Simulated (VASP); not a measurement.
# CaGaCo (P4/nmm) in VASP: single point with PBE+U

Aim: the single point of CaGaCo with PBE+U.

All numbers are computed with VASP 6.6.1; they aren't measurements. Logs are shortened: lines on timing, memory, paths and dates and some standing lists are left out, and cuts for length are marked.

### 1 The cell of the first run

Symmetry: P4/nmm, No. 129, tetragonal system. The conventional cell has a = 3.580 Å, b = 3.580 Å, c = 7.578 Å, α = 90.00°, β = 90.00°, γ = 90.00°. Ga (site symmetry 4mm) has 1 Co at 1.87 Å within 2.5 Å. Within 3.6 Å of Ca (site symmetry 4mm) lie 5 Co at 2.43 to 2.54 Å and 5 Ga at 3.23 to 3.29 Å and 8 Ca at 3.41 to 3.58 Å. Within 2.6 Å of Co (site symmetry 4mm) lie 1 Ga at 1.87 Å and 5 Ca at 2.43 to 2.54 Å.

### 2 Single point, PBE+U

File INCAR:

```
PREC = Accurate ; ENCUT = 520
EDIFF = 1E-6 ; ISMEAR = 0
SIGMA = 0.0976 ; LREAL = F
LASPH = T ; NELM = 150
ALGO = Normal ; ISIF = 2
LWAVE = F ; LCHARG = T
LMAXMIX = 4 ; LDAU = T
LDAUTYPE = 2 ; LDAUL = -1 -1 2
LDAUU = 0 0 1.61 ; LDAUJ = 0 0 0
LDAUPRINT = 1 ; GGA = PE
LELF = T ; LVHAR = T
NBANDS = 41
```

File KPOINTS:

```
Automatic mesh
0
Gamma
  9 9 5
```

File POSCAR:

```
CaGaCo
1.0
    3.5796600000      0.0000000000      0.0000000000
    0.0000000000      3.5796600000      0.0000000000
    0.0000000000      0.0000000000      7.5784510000
Ga Ca Co
2 2 2
Direct
    0.0000000000      0.5000000000      0.0839000000
    0.5000000000      0.0000000000      0.9161000000
    0.0000000000      0.5000000000      0.6503000000
    0.5000000000      0.0000000000      0.3497000000
    0.0000000000      0.5000000000      0.3300000000
    0.5000000000      0.0000000000      0.6700000000
```

Potentials or basis: VASP PAW PBE potentials, release 64 (Ga_d, Ca_sv, Co).

Started as:

```sh
$ cat potpaw_PBE.64/Ga_d/POTCAR potpaw_PBE.64/Ca_sv/POTCAR potpaw_PBE.64/Co/POTCAR > POTCAR
$ mpirun -np 1 vasp_std > vasp.out
```

OUTCAR:

```text
PREC = Accurate
   ENCUT = 520
   EDIFF = 1E-6
   ISMEAR = 0
   LREAL = F
   LASPH = T
   NELM = 150
   ISIF = 2
   GGA = PE

 ion  position               nearest neighbor table
   1  0.000  0.500  0.084-   5 1.87   2 2.83   2 2.83   2 2.83   2 2.83
   2  0.500  0.000  0.916-   6 1.87   1 2.83   1 2.83   1 2.83   1 2.83
   3  0.000  0.500  0.650-   5 2.43   6 2.54   6 2.54   6 2.54   6 2.54
   4  0.500  0.000  0.350-   6 2.43   5 2.54   5 2.54   5 2.54   5 2.54
   5  0.000  0.500  0.330-   1 1.87   3 2.43   4 2.54   4 2.54   4 2.54   4 2.54
   6  0.500  0.000  0.670-   2 1.87   4 2.43   3 2.54   3 2.54   3 2.54   3 2.54

  LATTYP: Found a simple tetragonal cell.
 ALAT       =     3.5796600000
 C/A-ratio  =     2.1170868183

  Lattice vectors:

 A1 = (   3.5796600000,   0.0000000000,   0.0000000000)
 A2 = (   0.0000000000,   3.5796600000,   0.0000000000)
 A3 = (   0.0000000000,   0.0000000000,   7.5784510000)

Analysis of symmetry for initial positions (statically):
=====================================================================
 Subroutine PRICEL returns:
 Original cell was already a primitive cell.

 Routine SETGRP: Setting up the symmetry group for a
 simple tetragonal supercell.

 Subroutine GETGRP returns: Found 16 space group operations
 (whereof  8 operations were pure point group operations)
 out of a pool of 16 trial point group operations.

The static configuration has the point symmetry D_2d.
 The point group associated with its full space group is D_4h.

Analysis of symmetry for dynamics (positions and initial velocities):
=====================================================================
 Subroutine PRICEL returns:
 Original cell was already a primitive cell.

 Routine SETGRP: Setting up the symmetry group for a
 simple tetragonal supercell.

 Subroutine GETGRP returns: Found 16 space group operations
 (whereof  8 operations were pure point group operations)
 out of a pool of 16 trial point group operations.

The dynamic configuration has the point symmetry D_2d.
 The point group associated with its full space group is D_4h.

[... 198 lines left out ...]
 -0.0000  0.0000  0.8776  0.0000  0.0000
 -0.0000 -0.0000  0.0000  0.7437  0.0000
  0.0000 -0.0000  0.0000  0.0000  0.7283

 occupancies and eigenvectors

  o =  0.7283  v =  0.0000  0.0000  0.0000 -0.0000 -1.0000  0.0000  0.0000  0.0000  0.0000  0.0000      0.0000  0.0000  0.0000  0.0000  0.0000  0.0000  0.0000  0.0000  0.0000  0.0000
  o =  0.7283  v =  0.0000  0.0000  0.0000  0.0000  0.0000  0.0000  0.0000  0.0000 -0.0000 -1.0000      0.0000  0.0000  0.0000  0.0000  0.0000  0.0000  0.0000  0.0000  0.0000  0.0000
  o =  0.7437  v =  0.0000  0.0431 -0.0000  0.9991  0.0000  0.0000  0.0000  0.0000  0.0000  0.0000      0.0000  0.0000  0.0000  0.0000  0.0000  0.0000  0.0000  0.0000  0.0000  0.0000
  o =  0.7437  v =  0.0000  0.0000  0.0000  0.0000  0.0000  0.0000  0.0431 -0.0000  0.9991  0.0000      0.0000  0.0000  0.0000  0.0000  0.0000  0.0000  0.0000  0.0000  0.0000  0.0000
  o =  0.7437  v =  0.0000  0.9991  0.0000 -0.0431  0.0000  0.0000  0.0000  0.0000  0.0000  0.0000      0.0000  0.0000  0.0000  0.0000  0.0000  0.0000  0.0000  0.0000  0.0000  0.0000
  o =  0.7437  v =  0.0000  0.0000  0.0000  0.0000  0.0000  0.0000  0.9991  0.0000 -0.0431  0.0000      0.0000  0.0000  0.0000  0.0000  0.0000  0.0000  0.0000  0.0000  0.0000  0.0000
  o =  0.8776  v =  0.0000  0.0000  0.0000  0.0000  0.0000  0.0000  0.0000 -1.0000 -0.0000 -0.0000      0.0000  0.0000  0.0000  0.0000  0.0000  0.0000  0.0000  0.0000  0.0000  0.0000
  o =  0.8776  v =  0.0000  0.0000 -1.0000 -0.0000 -0.0000  0.0000  0.0000  0.0000  0.0000  0.0000      0.0000  0.0000  0.0000  0.0000  0.0000  0.0000  0.0000  0.0000  0.0000  0.0000
  o =  0.8824  v =  1.0000  0.0000  0.0000  0.0000  0.0000  0.0000  0.0000  0.0000  0.0000  0.0000      0.0000  0.0000  0.0000  0.0000  0.0000  0.0000  0.0000  0.0000  0.0000  0.0000
  o =  0.8824  v =  0.0000  0.0000  0.0000  0.0000  0.0000  1.0000  0.0000  0.0000  0.0000  0.0000      0.0000  0.0000  0.0000  0.0000  0.0000  0.0000  0.0000  0.0000  0.0000  0.0000

 number of electron      64.0000011 magnetization

 Free energy of the ion-electron system (eV)
  ---------------------------------------------------
  ext. energy  EPLUGINS =         0.00000000
  ---------------------------------------------------
  free energy    TOTEN  =       -14.30333298 eV

  energy without entropy =      -14.29277763  energy(sigma->0) =      -14.29805531

 E-fermi :   6.2020     XC(G=0): -11.2899

 val. band max:        6.1893815423   @ k =   0.3333   0.3333   0.2000
 cond. band min:       6.2069263170   @ k =   0.4444   0.1111   0.4000
 fundamental gap:      0.0175447746
 Fermi energy:         6.2019998440

 k-point     1 :       0.0000    0.0000    0.0000
  band No.  band energies     occupation
      1     -33.1667      2.00000
      2     -33.1015      2.00000
      3     -14.5689      2.00000
      4     -14.2903      2.00000
      5     -14.2574      2.00000
      6     -14.2574      2.00000
[... 1045 lines left out ...]
     40      10.9411      0.00000
     41      11.8384      0.00000

 [... further k-points ...]

------------------------ aborting loop because EDIFF is reached ----------------------------------------

  FORCE on cell =-STRESS in cart. coord.  units (eV):
  Direction    XX          YY          ZZ          XY          YZ          ZX
  --------------------------------------------------------------------------------------
  -------------------------------------------------------------------------------------
  Total       10.7808122     10.7808122     40.9719719      0.0000000      0.0000000     -0.0000000
  in kB      177.8680962    177.8680962    675.9793726      0.0000000      0.0000000     -0.0000000
  external PRESSURE =     343.9051883 kB  Pullay stress =       0.0000000 kB

 VOLUME and BASIS-vectors are now :
 -----------------------------------------------------------------------------
  energy-cutoff  :      520.00
  volume of cell :       97.11
      direct lattice vectors                 reciprocal lattice vectors
     3.579660000  0.000000000  0.000000000     0.279356140  0.000000000  0.000000000
     0.000000000  3.579660000  0.000000000     0.000000000  0.279356140  0.000000000
     0.000000000  0.000000000  7.578451000     0.000000000  0.000000000  0.131953086

 POSITION                                       TOTAL-FORCE (eV/Angst)
 -----------------------------------------------------------------------------------
      0.00000      1.78983      0.63583         0.000000      0.000000     -8.038175
      1.78983      0.00000      6.94262        -0.000000      0.000000      8.038175
      0.00000      1.78983      4.92827        -0.000000      0.000000      2.167463
      1.78983      0.00000      2.65018         0.000000      0.000000     -2.167463
      0.00000      1.78983      2.50089        -0.000000      0.000000      7.577254
      1.78983      0.00000      5.07756         0.000000      0.000000     -7.577254
 -----------------------------------------------------------------------------------
    total drift:                                0.000000      0.000000      0.000000

  FREE ENERGIE OF THE ION-ELECTRON SYSTEM (eV)
  ---------------------------------------------------
  free  energy   TOTEN  =       -14.3033329843 eV

  energy  without entropy=      -14.2927776278  energy(sigma->0) =      -14.29805531
```

OSZICAR:

```text
N       E                     dE             d eps       ncg     rms          rms(c)
DAV:   1     0.657745729522E+03    0.65775E+03   -0.29535E+04  3778   0.239E+03
DAV:   2     0.664132287011E+02   -0.59133E+03   -0.56663E+03  3738   0.579E+02
DAV:   3    -0.818907047913E+01   -0.74602E+02   -0.71909E+02  4081   0.193E+02
DAV:   4    -0.160808751923E+02   -0.78918E+01   -0.77711E+01  6415   0.460E+01
DAV:   5    -0.163742090087E+02   -0.29333E+00   -0.29251E+00  5123   0.870E+00    0.843E+00
DAV:   6    -0.146339841821E+02    0.17402E+01   -0.45824E+00  5371   0.211E+01    0.772E+00
DAV:   7    -0.152140435497E+02   -0.58006E+00   -0.59132E+00  5063   0.252E+01    0.827E+00
DAV:   8    -0.143241822448E+02    0.88986E+00   -0.32455E+00  5297   0.193E+01    0.317E+00
DAV:   9    -0.143056559410E+02    0.18526E-01   -0.36985E-01  5569   0.424E+00    0.697E-01
DAV:  10    -0.143029464083E+02    0.27095E-02   -0.30204E-02  5502   0.131E+00    0.242E-01
DAV:  11    -0.143033462858E+02   -0.39988E-03   -0.41024E-03  4747   0.536E-01    0.109E-01
DAV:  12    -0.143033370075E+02    0.92783E-05   -0.57494E-04  5972   0.201E-01    0.374E-02
DAV:  13    -0.143033343983E+02    0.26092E-05   -0.48077E-05  5610   0.566E-02    0.153E-02
DAV:  14    -0.143033330696E+02    0.13287E-05   -0.10295E-05  4729   0.342E-02    0.258E-03
DAV:  15    -0.143033329843E+02    0.85309E-07   -0.93497E-07  2684   0.704E-03
   1 F= -.14303333E+02 E0= -.14298055E+02  d E =-.105554E-01
```

Wall time 3.3 min (1 thread of Intel Xeon Platinum 8259CL at 2.50GHz (Skylake/Cascade Lake), shared host); peak memory 0.31 GiB.

What came out:

* Free energy: -14.3033 eV
* Pressure: 34.4 GPa
* Largest force: 8.038 eV/Å
* Band gap on the k mesh: zero (bands 32 and 33 overlap by 1.21 eV)

Forces in eV/Å, atoms in the order of the input:
```
Ga   0.000  0.000 -8.038
Ga   0.000  0.000  8.038
Ca   0.000  0.000  2.167
Ca   0.000  0.000 -2.167
Co   0.000  0.000  7.577
Co   0.000  0.000 -7.577
```

Stress tensor (GPa, compression positive):
```
17.79  0.00  0.00
 0.00 17.79  0.00
 0.00  0.00 67.60
```

Eigenvalues of the final occupation matrices:
```
    site  spin  trace               eigenvalues
site 5 d     1   3.98  0.73 0.74 0.74 0.88 0.88
site 5 d     2   3.98  0.73 0.74 0.74 0.88 0.88
site 6 d     1   3.98  0.73 0.74 0.74 0.88 0.88
site 6 d     2   3.98  0.73 0.74 0.74 0.88 0.88
```

Caveat: the cell stands under pressure; the run has no spin polarisation, though such a crystal can be magnetic; U without spin polarisation on a metal has little footing; the U is typed as a test and isn't derived for this compound; forces of over 1 eV/Å act on the atoms, so gaps and moduli don't describe the material at rest. Spin polarisation is off, so any magnetic state and its effect on volume and gap are missing.
